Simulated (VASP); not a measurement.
Here is a VASP 6.6.1 calculation.

INCAR

```
SYSTEM = ZrB2
PREC = Accurate
ENCUT = 520
EDIFF = 1E-6
ISMEAR = 0
SIGMA = 0.15
LREAL = .FALSE.
LASPH = .TRUE.
NELM = 100
ALGO = Normal
ISIF = 2
LWAVE = .FALSE.
LCHARG = .FALSE.
GGA = PS
NBANDS = 16
```

File KPOINTS:

```
regular mesh
0
G
  18 18 12
  0 0 0
```

The input POSCAR:

```
ZrB2
1.0
    3.1548382285      0.0000000000      0.0000000000
   -1.5774191143      2.7321700507      0.0000000000
    0.0000000000      0.0000000000      3.5067416443
Zr B
1 2
Direct
    0.0000000000      0.0000000000      0.0000000000
    0.3333333333      0.6666666667      0.5000000000
    0.6666666667      0.3333333333      0.5000000000
```

Potentials or basis: VASP PAW PBE potentials, release 64 (Zr_sv, B).

Command:

```console
$ cat potpaw_PBE.64/Zr_sv/POTCAR potpaw_PBE.64/B/POTCAR > POTCAR
$ mpirun -np 1 vasp_std > vasp.out
```

What does it give for the pressure?

0.3 GPa.

Predict the band gap on the k mesh.

zero (bands 9 and 10 overlap by 1.25 eV).

Caveat: the PAW data sets were made with another functional, which shifts forces and pressure a little.
